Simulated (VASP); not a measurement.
A run of VASP 6.6.1 is set up as follows.

INCAR

```
PREC     = Accurate       # precision mode
ENCUT    = 520            # plane-wave cutoff, eV
EDIFF    = 1E-6           # SCF threshold, eV
ISMEAR   = 0              # smearing method
SIGMA    = 0.15           # smearing width, eV
LREAL    = F              # projectors in reciprocal space
LASPH    = T              # aspherical terms in the spheres
NELM     = 80             # most SCF steps
ALGO     = Normal         # electronic algorithm
ISIF     = 2              # what is computed and relaxed
LWAVE    = F              # write WAVECAR
LCHARG   = F              # write CHGCAR
GGA      = PE             # functional
NBANDS   = 12             # bands
```

File KPOINTS:

```
regular mesh
0
Gamma
  22 22 22
```

File POSCAR:

```
Cu
1.0
    0.0000000000      1.8075000000      1.8075000000
    1.7352000000      0.0000000000      1.8075000000
    1.7352000000      1.8075000000      0.0000000000
Cu
1
Direct
    0.0000000000      0.0000000000      0.0000000000
```

Potentials or basis: VASP PAW PBE potentials, release 64 (Cu).

The run is started by

```sh
$ cat potpaw_PBE.64/Cu/POTCAR > POTCAR
$ mpirun -np 1 vasp_std > vasp.out
```

What does it give for the band gap on the k mesh?

Zero (an odd number of electrons rules out a gap without spin polarisation).

Predict the pressure.

9.2 GPa.

Stress tensor (GPa, compression positive):
```
10.70  0.00  0.00
 0.00  8.38  0.00
 0.00  0.00  8.38
```

Caveat: the cell differs from its parent crystal (strain -0.0400 x Voigt [1, 0, 0, 0, 0, 0]); the cell stands under pressure.
